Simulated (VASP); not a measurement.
## LiSc3: relaxation of cell and atoms with PBE

The system is LiSc3.

```
Li Sc
1.0
     1.63120   -2.24629    0.00000
     1.63120    2.24629    0.00000
     0.00000    0.00000    8.96707
Li Sc
1 3
Direct
  0.00000 0.00000 0.00000
  0.50000 0.50000 0.74701
  0.00000 0.00000 0.50000
  0.50000 0.50000 0.25299
```

The cell was generated, and may not be a known phase.

```
Program                : VASP 6.6.1
Task                   : relaxation of cell and atoms
Functional             : PBE
Potentials or basis    : VASP PAW PBE potentials, release 64 (Li_sv, Sc_sv)
Cutoff                 : 600 eV
k mesh                 : 7 × 7 × 3
Occupations            : gaussian, width 0.2 eV
Spin                   : no spin polarisation
Dipole correction      : no
Further INCAR settings : ALGO = Normal; EDIFF = 1e-07; IBRION = 2; EDIFFG = -0.08; NSW = 36; ISIF = 3
```

```
Relaxed volume                        : 23.88 Å³/atom
Relaxed cell                          : a = 3.168 Å, b = 3.168 Å, c = 10.026 Å, α = 90.00°, β = 90.00°, γ = 108.24°
Space group after relaxing (to 0.1 Å) : Cmmm (No. 65)
Energy gained by relaxing             : 526.4 meV/atom
Ionic steps                           : 6
Pressure after relaxing               : -0.2 GPa
Largest force after relaxing          : 0.066 eV/Å
Band gap on the k mesh                : zero (bands 18 and 19 overlap by 0.61 eV)
```

Forces in eV/Å, atoms in the order of the input:
```
Li   0.000  0.000  0.000
Sc   0.000  0.000 -0.066
Sc   0.000  0.000  0.000
Sc   0.000  0.000  0.066
```

Stress tensor (GPa, compression positive):
```
-0.02  0.00  0.00
 0.00 -0.46  0.00
 0.00  0.00 -0.12
```

The path:
```
step  energy change (eV)  largest force (eV/Å)  pressure (GPa)  volume (Å³)
   1              0.0000                1.1815           28.55        65.71
   2             -2.0877                0.1941           -1.24        97.67
   3             -2.0997                0.1191            0.21        94.49
   4             -2.0997                0.1353           -0.10        95.13
   5             -2.1030                0.1115           -0.14        95.28
   6             -2.1054                0.0655           -0.20        95.54
```

Final structure:
```
Li Sc
1.0
     1.85654   -2.56651    0.00000
     1.85654    2.56651    0.00000
     0.00000    0.00000   10.02552
Li Sc
1 3
Direct
  0.00000 0.00000 0.00000
  0.50000 0.50000 0.75131
  0.00000 0.00000 0.50000
  0.50000 0.50000 0.24869
```

Levels at points of the mesh, in eV from the Fermi level:
```tsv
k point	band 14	band 15	band 16	band 17	band 18	band 19	band 20	band 21	band 22
(0.00, 0.00, 0.00)	-4.96	-3.68	-2.95	-1.12	0.27	0.63	0.64	0.93	1.24
```

Run time: 3.2 min on 1 thread of Oxide Virtual Turin-like Processor, with other jobs on the host, peak memory 0.19 GiB.

Caveat: the cutoff is under 1.25 times the usual one of these potentials, so pressure, stress and relaxed cells hold a basis-set (Pulay) error; the volume moved by over 15 % at a fixed basis, so the end points are rough; the relaxation stopped at a loose force limit of 0.08 eV/Å, so its end isn't a converged minimum.
